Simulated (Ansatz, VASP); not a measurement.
**BiTe in VASP and in Ansatz**

INCAR

```
  PREC = Accurate
  ENCUT = 520
  EDIFF = 1E-6
  ISMEAR = -1
  SIGMA = 0.05
  LREAL = F
  LASPH = T
  NELM = 60
  ALGO = Normal
  ISIF = 2
  LWAVE = F
  LCHARG = T
  GGA = PE
  LELF = T
  LVHAR = T
  NBANDS = 18
```

Contents of KPOINTS:

```
Automatic mesh
0
Gamma
  7 7 7
```

Contents of POSCAR:

```
BiTe
1.0
    0.0000000000      3.2350000000      3.2350000000
    3.2350000000      0.0000000000      3.2350000000
    3.2350000000      3.2350000000      0.0000000000
Bi Te
1 1
Direct
   -0.0170560000     -0.0088040000      0.0238150000
    0.4961140000      0.4922550000      0.5021870000
```

Contents of input.yaml:

```yaml
crystal:
  lattice:
    - [0.0, 3.235, 3.235]
    - [3.235, 0.0, 3.235]
    - [3.235, 3.235, 0.0]
  atoms:
    - { symbol: Bi, position: [-0.017056, -0.008804, 0.023815] }
    - { symbol: Te, position: [0.496114, 0.492255, 0.502187] }
kpoints:
  mp_grid: { grid: [7, 7, 7] }
scf:
  occupations: { method: fermi_dirac, width: 0.05 }
hamiltonian:
  xc: pbe
  pseudopotentials: { kind: all_electron, lapw: { basis_error: 0.001 } }
output:
  forces: true
  stress: true
  eigenvalues: true
  populations: true
```

Change from the starting cell: atoms moved at random, drawn with an rms of 0.05 Å.

Alike in both runs: task single point; functional PBE; k mesh 7 × 7 × 7; occupations fermi-dirac, width 0.05 eV; no spin polarisation.

|  | VASP | Ansatz |
| --- | --- | --- |
| version | VASP 6.6.1 | Ansatz 0.2.0 |
| potentials or method | VASP PAW PBE potentials, release 64 (Bi_d, Te), cutoff 520 eV | all-electron LAPW, scalar-relativistic |

Ansatz gave:

- gap on the k mesh at the Fermi level (eV): none
- pressure (GPa): 1.1
- traceless stress, the component that is largest in VASP (GPa): 0.10
- rms of the force components (eV/Å): 0.141

Task: Estimate VASP's values.

Result: gap on the k mesh at the Fermi level (eV): none; pressure (GPa): 1.0; traceless stress, the component that is largest in VASP (GPa): 0.10; rms of the force components (eV/Å): 0.141.

Atom by atom the forces differ by 0.001 eV/Å (rms over components). A gap of «none» marks a metal or a gap that the smearing closes. Ansatz ran all-electron here, and VASP with PAW potentials.

Spin-orbit coupling is off throughout.
